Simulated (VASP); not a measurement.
# Al (Fm-3m) in VASP: a series of runs, part 2 of 3

VASP 6.6.1. Earlier steps stand in the parts before.

### Step 3. Single point, r2SCAN (volume scaled by 0.91)

POSCAR

```
Al
1.0
    0.0000000000      1.9342309890      1.9342309890
    1.9342309890      0.0000000000      1.9342309890
    1.9342309890      1.9342309890      0.0000000000
Al
1
Direct
    0.0000000000      0.0000000000      0.0000000000
```

INCAR.step1

```
PREC     = Accurate       # precision mode
ENCUT    = 520            # plane-wave cutoff, eV
ISMEAR   = 0              # smearing method
SIGMA    = 0.1            # smearing width, eV
LREAL    = F              # projectors in reciprocal space
LASPH    = T              # aspherical terms in the spheres
NELM     = 100            # most SCF steps
NBANDS   = 8              # bands
GGA      = PE             # functional
ALGO     = Normal         # electronic algorithm
EDIFF    = 1E-4           # SCF threshold, eV
LWAVE    = T              # write WAVECAR
LCHARG   = F              # write CHGCAR
```

INCAR.step2

```
PREC     = Accurate       # precision mode
ENCUT    = 520            # plane-wave cutoff, eV
EDIFF    = 1E-7           # SCF threshold, eV
ISMEAR   = 0              # smearing method
SIGMA    = 0.1            # smearing width, eV
LREAL    = F              # projectors in reciprocal space
LASPH    = T              # aspherical terms in the spheres
NELM     = 100            # most SCF steps
ALGO     = Normal         # electronic algorithm
ISIF     = 2              # what is computed and relaxed
LWAVE    = F              # write WAVECAR
LCHARG   = F              # write CHGCAR
METAGGA  = R2SCAN         # meta-GGA
LMIXTAU  = T            
NBANDS   = 8              # bands
ISTART   = 1
```

KPOINTS

```
Automatic mesh
0
Gamma
  18 18 18
```

Potentials or basis: VASP PAW PBE potentials, release 64 (Al).

Command:

```bash
$ cat potpaw_PBE.64/Al/POTCAR > POTCAR
$ cp INCAR.step1 INCAR
$ mpirun -np 1 vasp_std > vasp.out
$ cp INCAR.step2 INCAR
$ mpirun -np 1 vasp_std > vasp.out
```

OUTCAR:

```text
PREC = Accurate
   ENCUT = 520
   EDIFF = 1E-7
   ISMEAR = 0
   LREAL = F
   LASPH = T
   NELM = 100
   ISIF = 2
   METAGGA = R2SCAN
   ISTART = 1

 ion  position               nearest neighbor table
   1  0.000  0.000  0.000-

  LATTYP: Found a face centered cubic cell.
 ALAT       =     3.8684619780

  Lattice vectors:

 A1 = (   0.0000000000,   1.9342309890,   1.9342309890)
 A2 = (   1.9342309890,   0.0000000000,   1.9342309890)
 A3 = (   1.9342309890,   1.9342309890,   0.0000000000)

Analysis of symmetry for initial positions (statically):
=====================================================================
 Subroutine PRICEL returns:
 Original cell was already a primitive cell.

 Routine SETGRP: Setting up the symmetry group for a
 face centered cubic supercell.

 Subroutine GETGRP returns: Found 48 space group operations
 (whereof 48 operations were pure point group operations)
 out of a pool of 48 trial point group operations.

The static configuration has the point symmetry O_h .

Analysis of symmetry for dynamics (positions and initial velocities):
=====================================================================
 Subroutine PRICEL returns:
 Original cell was already a primitive cell.

 Routine SETGRP: Setting up the symmetry group for a
 face centered cubic supercell.

 Subroutine GETGRP returns: Found 48 space group operations
 (whereof 48 operations were pure point group operations)
 out of a pool of 48 trial point group operations.

The dynamic configuration has the point symmetry O_h .

 Subroutine INISYM returns: Found 48 space group operations
 (whereof 48 operations are pure point group operations),
 and found     1 'primitive' translations

----------------------------------------------------------------------------------------

                                     Primitive cell

  volume of cell :      14.4729
[... 101 lines left out ...]
   EFERMI =   0.00;   METHOD = LEGACY
   ISMEAR =     0;   SIGMA  =   0.10  broadening in eV -4-tet -1-fermi 0-gaus
   EFERMI_NEDOS =   21; number of points for ismear=-14 and -15
   IALGO  =     38    algorithm
   IMIX   =      4    mixing-type and parameters
     AMIX     =   0.40;   BMIX     =  1.00
     AMIX_MAG =   1.60;   BMIX_MAG =  1.00
  volume/ion in A,a.u.               =      14.47        97.67
  Fermi-wavevector in a.u.,A,eV,Ry     =   0.968866  1.830891 12.771799  0.938701
  Thomas-Fermi vector in A             =   2.098871
   LORBIT       =      0    0 simple, 1 ext, 2 COOP (PROOUT), +10 PAW based schemes
   METAGGA = R2SCAN    functional components
   LHFCALC =     F    Hartree Fock is set to
   AEXX    =    0.0000 exact exchange contribution
   IVDW    =     0    specifies the selected vdW correction
   LEPSILON=     F    determine dielectric tensor
   LRPA    =     F    only Hartree local field effects (RPA)
 non-spin polarized calculation
 Gauss-broadening in eV      SIGMA  =   0.10
  energy-cutoff  :      520.00
  volume of cell :       14.47
 maximum number of plane-waves:       397
   NGX = 11   NGY = 11   NGZ = 11

 number of electron       3.0000000 magnetization

 Free energy of the ion-electron system (eV)
  ---------------------------------------------------
  ext. energy  EPLUGINS =         0.00000000
  ---------------------------------------------------
  free energy    TOTEN  =        -6.69643120 eV

  energy without entropy =       -6.69468554  energy(sigma->0) =       -6.69555837

 E-fermi :   9.4522     XC(G=0): -11.4011

 val. band max:        9.4114113858   @ k =   0.5000   0.4444   0.0556
 cond. band min:       9.5033882184   @ k =   0.5000   0.3889   0.0000
 fundamental gap:      0.0919768326
 Fermi energy:         9.4521741304

 k-point     1 :       0.0000    0.0000    0.0000
  band No.  band energies     occupation
      1      -3.3480      2.00000
      2      23.5420      0.00000
      3      23.5420      0.00000
      4      23.5420      0.00000
      5      26.5638      0.00000
      6      26.5638      0.00000
      7      26.5638      0.00000
      8      27.7973      0.00000
[... 243 lines left out ...]
 k-point    24 :      -0.2222    0.0556    0.0000
  band No.  band energies     occupation
      1      -1.4548      2.00000
      2      13.8364      0.00000
      3      20.2124      0.00000
      4      23.3894      0.00000
      5      25.5809      0.00000
      6      26.6970      0.00000
      7      27.3478      0.00000
      8      29.8408      0.00000

 [... further k-points ...]
[... 5 lines left out ...]
  --------------------------------------------------------------------------------------
  -------------------------------------------------------------------------------------
  Total        0.9337454      0.9337454      0.9337454     -0.0000000     -0.0000000     -0.0000000
  in kB      103.3675110    103.3675110    103.3675110     -0.0000000     -0.0000000     -0.0000000
  external PRESSURE =     103.3675110 kB  Pullay stress =       0.0000000 kB

 VOLUME and BASIS-vectors are now :
 -----------------------------------------------------------------------------
  energy-cutoff  :      520.00
  volume of cell :       14.47
      direct lattice vectors                 reciprocal lattice vectors
     0.000000000  1.934230989  1.934230989    -0.258500667  0.258500667  0.258500667
     1.934230989  0.000000000  1.934230989     0.258500667 -0.258500667  0.258500667
     1.934230989  1.934230989  0.000000000     0.258500667  0.258500667 -0.258500667

 POSITION                                       TOTAL-FORCE (eV/Angst)
 -----------------------------------------------------------------------------------
      0.00000      0.00000      0.00000         0.000000     -0.000000     -0.000000
 -----------------------------------------------------------------------------------
    total drift:                                0.000000     -0.000000     -0.000000

  FREE ENERGIE OF THE ION-ELECTRON SYSTEM (eV)
  ---------------------------------------------------
  free  energy   TOTEN  =        -6.6964311964 eV

  energy  without entropy=       -6.6946855423  energy(sigma->0) =       -6.69555837
```

Wall time 43 s (1 thread of Intel Xeon Platinum 8375C at 2.90GHz (Ice Lake), shared host); peak memory 0.13 GiB.

What came out:

```yaml
Free_energy: -6.6964 eV
Pressure: 10.3 GPa
```

Caveat: the PAW data sets were made with another functional, which shifts forces and pressure a little.

### Step 4. Single point, r2SCAN (volume scaled by 0.94)

POSCAR

```
Al
1.0
    0.0000000000      1.9552568861      1.9552568861
    1.9552568861      0.0000000000      1.9552568861
    1.9552568861      1.9552568861      0.0000000000
Al
1
Direct
    0.0000000000      0.0000000000      0.0000000000
```

INCAR.step1

```
SYSTEM = Al
ALGO = Normal ; EDIFF = 1E-4
ENCUT = 520 ; GGA = PE
ISMEAR = 0 ; LASPH = .True.
LCHARG = .False. ; LREAL = .False.
LWAVE = .True. ; NBANDS = 8
NELM = 80 ; PREC = Accurate
SIGMA = 0.1
```

INCAR.step2

```
SYSTEM = Al
ALGO = Normal ; EDIFF = 1E-7
ENCUT = 520 ; ISIF = 2
ISMEAR = 0 ; ISTART = 1
LASPH = .True. ; LCHARG = .False.
LMIXTAU = .True. ; LREAL = .False.
LWAVE = .False. ; METAGGA = R2SCAN
NBANDS = 8 ; NELM = 80
PREC = Accurate ; SIGMA = 0.1
```

KPOINTS

```
k-points
0
Gamma
  18 18 18
  0 0 0
```

Potentials or basis: VASP PAW PBE potentials, release 64 (Al).

Command:

```bash
$ cat potpaw_PBE.64/Al/POTCAR > POTCAR
$ cp INCAR.step1 INCAR
$ mpirun -np 1 vasp_std > vasp.out
$ cp INCAR.step2 INCAR
$ mpirun -np 1 vasp_std > vasp.out
```

OUTCAR:

```text
SYSTEM = Al
   EDIFF = 1E-7
   ENCUT = 520
   ISIF = 2
   ISMEAR = 0
   ISTART = 1
   LASPH = .True.
   LREAL = .False.
   METAGGA = R2SCAN
   NELM = 80
   PREC = Accurate

 ion  position               nearest neighbor table
   1  0.000  0.000  0.000-

  LATTYP: Found a face centered cubic cell.
 ALAT       =     3.9105137722

  Lattice vectors:

 A1 = (   0.0000000000,   1.9552568861,   1.9552568861)
 A2 = (   1.9552568861,   0.0000000000,   1.9552568861)
 A3 = (   1.9552568861,   1.9552568861,   0.0000000000)

Analysis of symmetry for initial positions (statically):
=====================================================================
 Subroutine PRICEL returns:
 Original cell was already a primitive cell.

 Routine SETGRP: Setting up the symmetry group for a
 face centered cubic supercell.

 Subroutine GETGRP returns: Found 48 space group operations
 (whereof 48 operations were pure point group operations)
 out of a pool of 48 trial point group operations.

The static configuration has the point symmetry O_h .

Analysis of symmetry for dynamics (positions and initial velocities):
=====================================================================
 Subroutine PRICEL returns:
 Original cell was already a primitive cell.

 Routine SETGRP: Setting up the symmetry group for a
 face centered cubic supercell.

 Subroutine GETGRP returns: Found 48 space group operations
 (whereof 48 operations were pure point group operations)
 out of a pool of 48 trial point group operations.

The dynamic configuration has the point symmetry O_h .

 Subroutine INISYM returns: Found 48 space group operations
 (whereof 48 operations are pure point group operations),
 and found     1 'primitive' translations

----------------------------------------------------------------------------------------

                                     Primitive cell

[... 103 lines left out ...]
   ISMEAR =     0;   SIGMA  =   0.10  broadening in eV -4-tet -1-fermi 0-gaus
   EFERMI_NEDOS =   21; number of points for ismear=-14 and -15
   IALGO  =     38    algorithm
   IMIX   =      4    mixing-type and parameters
     AMIX     =   0.40;   BMIX     =  1.00
     AMIX_MAG =   1.60;   BMIX_MAG =  1.00
  volume/ion in A,a.u.               =      14.95       100.89
  Fermi-wavevector in a.u.,A,eV,Ry     =   0.958447  1.811202 12.498592  0.918621
  Thomas-Fermi vector in A             =   2.087555
   LORBIT       =      0    0 simple, 1 ext, 2 COOP (PROOUT), +10 PAW based schemes
   METAGGA = R2SCAN    functional components
   LHFCALC =     F    Hartree Fock is set to
   AEXX    =    0.0000 exact exchange contribution
   IVDW    =     0    specifies the selected vdW correction
   LEPSILON=     F    determine dielectric tensor
   LRPA    =     F    only Hartree local field effects (RPA)
 non-spin polarized calculation
 Gauss-broadening in eV      SIGMA  =   0.10
  energy-cutoff  :      520.00
  volume of cell :       14.95
 maximum number of plane-waves:       419
 NGX is ok and might be reduce to    24
   NGX = 11   NGY = 11   NGZ = 11

 number of electron       3.0000000 magnetization

 Free energy of the ion-electron system (eV)
  ---------------------------------------------------
  ext. energy  EPLUGINS =         0.00000000
  ---------------------------------------------------
  free energy    TOTEN  =        -6.72080947 eV

  energy without entropy =       -6.71879397  energy(sigma->0) =       -6.71980172

 E-fermi :   9.0872     XC(G=0): -11.2768

 val. band max:        9.0707957641   @ k =  -0.3889   0.3889   0.0000
 cond. band min:       9.1466394463   @ k =   0.5000   0.3889   0.0000
 fundamental gap:      0.0758436822
 Fermi energy:         9.0871936187

 k-point     1 :       0.0000    0.0000    0.0000
  band No.  band energies     occupation
      1      -3.4722      2.00000
      2      22.9778      0.00000
      3      22.9778      0.00000
      4      22.9778      0.00000
      5      25.7121      0.00000
      6      25.7121      0.00000
      7      25.7121      0.00000
      8      27.1787      0.00000
[... 243 lines left out ...]
 k-point    24 :      -0.2222    0.0556    0.0000
  band No.  band energies     occupation
      1      -1.6167      2.00000
      2      13.3931      0.00000
      3      19.6295      0.00000
      4      22.7758      0.00000
      5      24.8675      0.00000
      6      25.9952      0.00000
      7      26.5966      0.00000
      8      29.0309      0.00000

 [... further k-points ...]
[... 5 lines left out ...]
  --------------------------------------------------------------------------------------
  -------------------------------------------------------------------------------------
  Total        0.5763443      0.5763443      0.5763443      0.0000000     -0.0000000      0.0000000
  in kB       61.7662369     61.7662369     61.7662369      0.0000000     -0.0000000      0.0000000
  external PRESSURE =      61.7662369 kB  Pullay stress =       0.0000000 kB

 VOLUME and BASIS-vectors are now :
 -----------------------------------------------------------------------------
  energy-cutoff  :      520.00
  volume of cell :       14.95
      direct lattice vectors                 reciprocal lattice vectors
     0.000000000  1.955256886  1.955256886    -0.255720874  0.255720874  0.255720874
     1.955256886  0.000000000  1.955256886     0.255720874 -0.255720874  0.255720874
     1.955256886  1.955256886  0.000000000     0.255720874  0.255720874 -0.255720874

 POSITION                                       TOTAL-FORCE (eV/Angst)
 -----------------------------------------------------------------------------------
      0.00000      0.00000      0.00000        -0.000000      0.000000     -0.000000
 -----------------------------------------------------------------------------------
    total drift:                                0.000000     -0.000000     -0.000000

  FREE ENERGIE OF THE ION-ELECTRON SYSTEM (eV)
  ---------------------------------------------------
  free  energy   TOTEN  =        -6.7208094699 eV

  energy  without entropy=       -6.7187939718  energy(sigma->0) =       -6.71980172
```

OSZICAR.step1:

```text
N       E                     dE             d eps       ncg     rms          rms(c)
DAV:   1    -0.225674358185E+01   -0.22567E+01   -0.90420E+02  3144   0.207E+02
DAV:   2    -0.372097586280E+01   -0.14642E+01   -0.14387E+01  4376   0.197E+01
DAV:   3    -0.372788012840E+01   -0.69043E-02   -0.69005E-02  3968   0.148E+00
DAV:   4    -0.372789641396E+01   -0.16286E-04   -0.16286E-04  4928   0.590E-02
DAV:   5    -0.372789644418E+01   -0.30227E-07   -0.31058E-07  4072   0.138E-03    0.149E+00
DAV:   6    -0.371360057831E+01    0.14296E-01   -0.11912E-03  4304   0.166E-01    0.866E-01
DAV:   7    -0.370319939238E+01    0.10401E-01   -0.36901E-03  4136   0.273E-01    0.168E-01
DAV:   8    -0.370319605560E+01    0.33368E-05   -0.11690E-05  4104   0.243E-02
   1 F= -.37031961E+01 E0= -.37018907E+01  d E =-.261075E-02
```

It took 45 s on 1 thread of Intel Xeon Platinum 8375C at 2.90GHz (Ice Lake), shared host; peak memory 0.14 GiB.

What came out:

```
Free energy : -6.7208 eV
Pressure    : 6.2 GPa
```

Levels at points of the mesh, in eV from the Fermi level:
```csv
k point,band 1,band 2,band 3,band 4
"(0.00, 0.00, 0.00)",-12.56,13.89,13.89,13.89
"(0.50, 0.00, 0.00)",-5.42,-4.68,12.56,12.56
"(0.50, 0.50, 0.00)",-3.40,-1.71,5.48,6.51
```

Caveat: the PAW data sets were made with another functional, which shifts forces and pressure a little.

(Part 2 of 3 ends here.)
